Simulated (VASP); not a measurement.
# LiH (Immm) in VASP: single point with HSE06

Aim: the single point of LiH with HSE06.

Program: VASP 6.6.1. These are calculated values, not measurements. Logs are shortened: lines on timing, memory, paths and dates and some standing lists are left out, and cuts for length are marked.

**1. The cell of the first run**

Symmetry: Immm, No. 71, orthorhombic system. Conventional cell: a = 2.796 Å, b = 2.869 Å, c = 4.006 Å, α = 90.00°, β = 90.00°, γ = 90.00°. Within 2.9 Å of Li (site symmetry mmm) lie 6 H at 2.00 Å and 12 Li at 2.80 to 2.87 Å. H (site symmetry mmm) has 6 Li at 2.00 Å and 12 H at 2.80 to 2.87 Å within 2.9 Å.

**2. Single point, HSE06 (shear xy strain +2.6%)**

POSCAR reads:

```
LiH
1.0
    0.0256383340      2.0029948411      2.0029948411
    2.0029948411      0.0256383340      2.0029948411
    2.0286331751      2.0286331751      0.0000000000
Li H
1 1
Direct
    0.0000000000      0.0000000000      0.0000000000
    0.5000000000      0.5000000000      0.5000000000
```

INCAR.step1 reads:

```
SYSTEM = LiH
PREC = Accurate
ENCUT = 520
EDIFF = 1E-5
ISMEAR = 0
SIGMA = 0.01
LREAL = .FALSE.
LASPH = .TRUE.
NELM = 100
ALGO = Normal
ISIF = 2
LWAVE = .TRUE.
LCHARG = .FALSE.
GGA = PE
NBANDS = 9
```

INCAR.step2 reads:

```
SYSTEM = LiH
PREC = Accurate
ENCUT = 520
EDIFF = 1E-6
ISMEAR = 0
SIGMA = 0.01
LREAL = .FALSE.
LASPH = .TRUE.
NELM = 100
ALGO = Normal
ISIF = 2
LWAVE = .FALSE.
LCHARG = .FALSE.
GGA = PE
LHFCALC = .TRUE.
HFSCREEN = 0.2079
PRECFOCK = Normal
ISTART = 1
NBANDS = 9
```

KPOINTS reads:

```
Automatic mesh
0
G
  8 8 8
  0 0 0
```

Potentials or basis: VASP PAW PBE potentials, release 64 (Li_sv, H).

The run is started by

```sh
$ cat potpaw_PBE.64/Li_sv/POTCAR potpaw_PBE.64/H/POTCAR > POTCAR
$ cp INCAR.step1 INCAR
$ mpirun -np 1 vasp_std > vasp.out
$ cp INCAR.step2 INCAR
$ mpirun -np 1 vasp_std > vasp.out
```

OUTCAR:

```text
SYSTEM = LiH
   PREC = Accurate
   ENCUT = 520
   EDIFF = 1E-6
   ISMEAR = 0
   LREAL = .FALSE.
   LASPH = .TRUE.
   NELM = 100
   ISIF = 2
   GGA = PE
   LHFCALC = .TRUE.
   HFSCREEN = 0.2079
   PRECFOCK = Normal
   ISTART = 1

 ion  position               nearest neighbor table
   1  0.000  0.000  0.000-
   2  0.500  0.500  0.500-

  LATTYP: Found a body centered orthorhombic cell.
 ALAT       =     2.7964043900
 B/A-ratio  =     1.0259319287
 C/A-ratio  =     1.4325502050

  Lattice vectors:

 A1 = (   2.0029948411,   0.0256383340,  -2.0029948411)
 A2 = (  -2.0029948411,  -0.0256383340,  -2.0029948411)
 A3 = (   0.0256383340,   2.0029948411,   2.0029948411)

Analysis of symmetry for initial positions (statically):
=====================================================================
 Subroutine PRICEL returns:
 Original cell was already a primitive cell.

 Routine SETGRP: Setting up the symmetry group for a
 body centered orthorhombic supercell.

 Subroutine GETGRP returns: Found  8 space group operations
 (whereof  8 operations were pure point group operations)
 out of a pool of  8 trial point group operations.

The static configuration has the point symmetry D_2h.

Analysis of symmetry for dynamics (positions and initial velocities):
=====================================================================
 Subroutine PRICEL returns:
 Original cell was already a primitive cell.

 Routine SETGRP: Setting up the symmetry group for a
 body centered orthorhombic supercell.

 Subroutine GETGRP returns: Found  8 space group operations
 (whereof  8 operations were pure point group operations)
 out of a pool of  8 trial point group operations.

The dynamic configuration has the point symmetry D_2h.

 Subroutine INISYM returns: Found  8 space group operations
 (whereof  8 operations are pure point group operations),
 and found     1 'primitive' translations

----------------------------------------------------------------------------------------

                                     Primitive cell

  volume of cell :      16.0694

  direct lattice vectors                    reciprocal lattice vectors
     0.025638334  2.002994841  2.002994841    -0.252862849  0.252862849  0.249626205
     2.002994841  0.025638334  2.002994841     0.252862849 -0.252862849  0.249626205
     2.028633175  2.028633175  0.000000000     0.246471371  0.246471371 -0.249626205

  length of vectors
[... 91 lines left out ...]
   TEBEG  =    0.0;   TEEND  =   0.0 temperature during run
   PSTRESS=    0.0 pullay stress
   NELECT =       4.0000    total number of electrons
   NUPDOWN=      -1.0000    fix difference up-down
   EMIN   =  10.00;   EMAX   =-10.00  energy-range for DOS
   EFERMI =   0.00;   METHOD = LEGACY
   ISMEAR =     0;   SIGMA  =   0.01  broadening in eV -4-tet -1-fermi 0-gaus
   EFERMI_NEDOS =   21; number of points for ismear=-14 and -15
   IALGO  =     38    algorithm
   IMIX   =      1    mixing-type and parameters
     AMIX     =   0.40;   BMIX     =  1.00
     AMIX_MAG =   1.60;   BMIX_MAG =  1.00
  volume/ion in A,a.u.               =       8.03        54.22
  Fermi-wavevector in a.u.,A,eV,Ry     =   1.029822  1.946081 14.429425  1.060533
  Thomas-Fermi vector in A             =   2.163889
   LORBIT       =      0    0 simple, 1 ext, 2 COOP (PROOUT), +10 PAW based schemes
   GGA     = PE    functional components
   LHFCALC =     T    Hartree Fock is set to
   PRECFOCK=normal    Normal, Fast or Accurate (Low or Medium for compatibility)
   ENCUT4O =  -1.0   cutoff for four orbital integrals eV
   NKREDX  =     1    reduce k-point grid by
   NKREDY  =     1    reduce k-point grid by
   NKREDZ  =     1    reduce k-point grid by
   AEXX    =    0.2500 exact exchange contribution
   HFSCREEN=    0.2079 screening length (either q_TF or 0.3 A-1)
   HFSCREENC=   0.2079 screening length for correlation (either q_TF or 0.3 A-1)
   ENCUTFOCK=  -1.0 apply spherical cutoff to Coloumb kernel
   IVDW    =     0    specifies the selected vdW correction
   LEPSILON=     F    determine dielectric tensor
   LRPA    =     F    only Hartree local field effects (RPA)
 non-spin polarized calculation
 Gauss-broadening in eV      SIGMA  =   0.01
  energy-cutoff  :      520.00
  volume of cell :       16.07
 maximum number of plane-waves:       444
 NGX is ok and might be reduce to    24
  NGX = 16; NGY = 16; NGZ = 18

 number of electron       3.9999997 magnetization

 Free energy of the ion-electron system (eV)
  ---------------------------------------------------
  ext. energy  EPLUGINS =         0.00000000
  ---------------------------------------------------
  free energy    TOTEN  =        -6.78490204 eV

  energy without entropy =       -6.78490204  energy(sigma->0) =       -6.78490204

 E-fermi :  -0.5191     XC(G=0):  -7.1290

 val. band max:       -0.5862444169   @ k =   0.5000   0.0000   0.5000
 cond. band min:       3.3773413580   @ k =   0.5000   0.5000   0.0000
 fundamental gap:      3.9635857749
 Fermi energy:        -0.5191069612

 k-point     1 :       0.0000    0.0000    0.0000
  band No.  band energies     occupation
      1     -47.8778      2.00000
      2      -6.6721      2.00000
      3      17.3658      0.00000
      4      18.5231      0.00000
      5      18.8628      0.00000
      6      19.2767      0.00000
      7      23.0478      0.00000
      8      23.5327      0.00000
      9      23.9809      0.00000
[... 265 lines left out ...]
 k-point    24 :       0.2500    0.0000    0.1250
  band No.  band energies     occupation
      1     -47.8528      2.00000
      2      -5.4797      2.00000
      3      12.0829      0.00000
      4      14.7671      0.00000
      5      15.4226      0.00000
      6      18.9241      0.00000
      7      20.6973      0.00000
      8      24.4035      0.00000
      9      27.0894      0.00000

 [... further k-points ...]
[... 5 lines left out ...]
  --------------------------------------------------------------------------------------
  -------------------------------------------------------------------------------------
  Total       -0.0677033     -0.0677033     -0.0727673     -0.1294164      0.0000000      0.0000000
  in kB       -6.7502832     -6.7502832     -7.2551844    -12.9033244      0.0000000      0.0000000
  external PRESSURE =      -6.9185836 kB  Pullay stress =       0.0000000 kB

 VOLUME and BASIS-vectors are now :
 -----------------------------------------------------------------------------
  energy-cutoff  :      520.00
  volume of cell :       16.07
      direct lattice vectors                 reciprocal lattice vectors
     0.025638334  2.002994841  2.002994841    -0.252862849  0.252862849  0.249626205
     2.002994841  0.025638334  2.002994841     0.252862849 -0.252862849  0.249626205
     2.028633175  2.028633175  0.000000000     0.246471371  0.246471371 -0.249626205

 POSITION                                       TOTAL-FORCE (eV/Angst)
 -----------------------------------------------------------------------------------
      0.00000      0.00000      0.00000        -0.000000      0.000000      0.000000
      2.02863      2.02863      2.00299         0.000000     -0.000000      0.000000
 -----------------------------------------------------------------------------------
    total drift:                                0.000000     -0.000000      0.000000

  FREE ENERGIE OF THE ION-ELECTRON SYSTEM (eV)
  ---------------------------------------------------
  free  energy   TOTEN  =        -6.7849020450 eV

  energy  without entropy=       -6.7849020450  energy(sigma->0) =       -6.78490204
```

OSZICAR.step1:

```text
N       E                     dE             d eps       ncg     rms          rms(c)
DAV:   1    -0.134804552979E+01   -0.13480E+01   -0.13888E+03  1718   0.401E+02
DAV:   2    -0.630221704229E+01   -0.49542E+01   -0.49260E+01  2417   0.565E+01
DAV:   3    -0.636784157185E+01   -0.65625E-01   -0.65589E-01  2147   0.545E+00
DAV:   4    -0.636817788639E+01   -0.33631E-03   -0.33628E-03  2301   0.343E-01
DAV:   5    -0.636817910552E+01   -0.12191E-05   -0.12191E-05  2173   0.154E-02    0.287E+00
DAV:   6    -0.618498451855E+01    0.18319E+00   -0.14894E-01  1919   0.120E+00    0.144E+00
DAV:   7    -0.612363335068E+01    0.61351E-01   -0.19241E-01  1984   0.154E+00    0.220E-01
DAV:   8    -0.612541751304E+01   -0.17842E-02   -0.42436E-03  2007   0.427E-01    0.427E-02
DAV:   9    -0.612537453514E+01    0.42978E-04   -0.15157E-04  2217   0.477E-02    0.643E-03
DAV:  10    -0.612537289069E+01    0.16444E-05   -0.60810E-06  1666   0.177E-02
   1 F= -.61253729E+01 E0= -.61253729E+01  d E =-.407031E-43
```

Wall time 13 min (1 thread of Intel Xeon Platinum 8259CL at 2.50GHz (Skylake/Cascade Lake), shared host); peak memory 0.25 GiB.

Results:

| Property | Result |
| --- | --- |
| Free energy | -6.7849 eV |
| Band gap on the k mesh | 3.96 eV |

Caveat: the cell differs from its parent crystal (shear xy strain +2.6%); the cutoff is under 1.25 times the usual one of these potentials, so pressure, stress and relaxed cells hold a basis-set (Pulay) error; the PAW data sets were made with another functional, which shifts forces and pressure a little. A k mesh can miss the band edges.
